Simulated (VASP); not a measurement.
Write the native input for VASP 6.6.1 that does the following.

```
Task                   : single point
Functional             : PBE
Dispersion             : D3(BJ)
Potentials or basis    : VASP PAW PBE potentials, release 64 (P)
Cutoff                 : 520 eV
k mesh                 : 9 × 9 × 1
Occupations            : gaussian, width 0.02 eV
Spin                   : no spin polarisation
Dipole correction      : yes
Further INCAR settings : ALGO = Normal; EDIFF = 1e-06; NBANDS = 12
```

The structure of P lies in POSCAR:

```
P
1.0
    3.1889741419      0.0000000000      0.0000000000
   -1.5944870709      2.7617326189      0.0000000000
    0.0000000000      0.0000000000     28.0000000000
P
2
Direct
    0.3333333333      0.6666666667      0.5225005876
    0.6666666667      0.3333333333      0.4774994124
```

This cell differs from its parent crystal: biaxial strain -0.020, then relaxed in part.

These files were run (other wordings do the same):

INCAR

```
SYSTEM = P
ALGO = Normal ; DIPOL = 0.5 0.5 0.500
EDIFF = 1E-6 ; ENCUT = 520
GGA = PE ; IDIPOL = 3
ISIF = 2 ; ISMEAR = 0
IVDW = 12 ; LASPH = .True.
LCHARG = .False. ; LDIPOL = .True.
LREAL = .False. ; LWAVE = .False.
NBANDS = 12 ; NELM = 100
PREC = Accurate ; SIGMA = 0.02
```

KPOINTS

```
k-points
0
Gamma
  9 9 1
  0 0 0
```

Potentials or basis: VASP PAW PBE potentials, release 64 (P).

Command:

```bash
$ cat potpaw_PBE.64/P/POTCAR > POTCAR
$ mpirun -np 1 vasp_std > vasp.out
```

Results of the run:

- Largest force: 0.100 eV/Å
- Band gap on the k mesh: 1.71 eV, indirect (least direct gap 2.38 eV)
- Dispersion energy per atom: -0.223 eV

Caveat: the cell differs from its parent crystal (biaxial strain -0.020, then relaxed in part).

It took 44 s on 1 thread of Intel(R) Xeon(R) Platinum 8259CL CPU @ 2.50GHz (Skylake/Cascade Lake), on a shared host, peak memory 0.33 GiB.
